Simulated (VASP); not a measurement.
Set up this calculation in VASP 6.6.1, as the native input.

```yaml
Task: single point
Functional: r2SCAN
Potentials_or_basis: VASP PAW PBE potentials, release 64 (In_d, Se)
Cutoff: 520 eV
k_mesh: 7 × 7 × 6
Occupations: fermi-dirac, width 0.05 eV
Spin: no spin polarisation
Dipole_correction: no
Further_INCAR_settings: ALGO = Normal; EDIFF = 1e-07; NBANDS = 27
```

The system is InSe.

```
In Se
1.0
     5.94066   -2.09495    0.00000
     5.94066    2.09495    0.00000
    -1.75703    0.00000    4.86493
In Se
2 2
Direct
  0.88820 0.88820 0.04684
  0.11180 0.11180 0.95316
  0.66093 0.66093 0.66896
  0.33907 0.33907 0.33104
```

One way to write it, as run:

POSCAR

```
InSe
1.0
    5.9406648870     -2.0949464201      0.0000000000
    5.9406648870      2.0949464201      0.0000000000
   -1.7570304771      0.0000000000      4.8649274559
In Se
2 2
Direct
    0.8882032500      0.8882032500      0.0468413600
    0.1117967500      0.1117967500      0.9531586400
    0.6609275900      0.6609275900      0.6689556200
    0.3390724100      0.3390724100      0.3310443800
```

INCAR.step1

```
ALGO = Normal ; EDIFF = 1E-4
ENCUT = 520 ; GGA = PE
ISMEAR = -1 ; LASPH = True
LCHARG = False ; LREAL = False
LWAVE = True ; NBANDS = 27
NELM = 80 ; PREC = Accurate
SIGMA = 0.05
```

INCAR.step2

```
ALGO = Normal ; EDIFF = 1E-7
ENCUT = 520 ; ISIF = 2
ISMEAR = -1 ; ISTART = 1
LASPH = True ; LCHARG = False
LMIXTAU = True ; LREAL = False
LWAVE = False ; METAGGA = R2SCAN
NBANDS = 27 ; NELM = 80
PREC = Accurate ; SIGMA = 0.05
```

KPOINTS

```
k-points
0
Gamma
  7 7 6
```

Potentials or basis: VASP PAW PBE potentials, release 64 (In_d, Se).

Run with:

```sh
$ cat potpaw_PBE.64/In_d/POTCAR potpaw_PBE.64/Se/POTCAR > POTCAR
$ cp INCAR.step1 INCAR
$ mpirun -np 1 vasp_std > vasp.out
$ cp INCAR.step2 INCAR
$ mpirun -np 1 vasp_std > vasp.out
```

Results of the run:

```json
{"Pressure": "-2.8 GPa", "Largest force": "0.407 eV/Å", "Band gap on the k mesh": "1.38 eV, indirect (least direct gap 1.42 eV)"}
```

Caveat: the PAW data sets were made with another functional, which shifts forces and pressure a little; spin-orbit coupling is left out, which moves the levels of the heavy elements.

Run time: 44 min on 1 thread of Oxide Virtual Turin-like Processor, with other jobs on the host, peak memory 0.46 GiB.
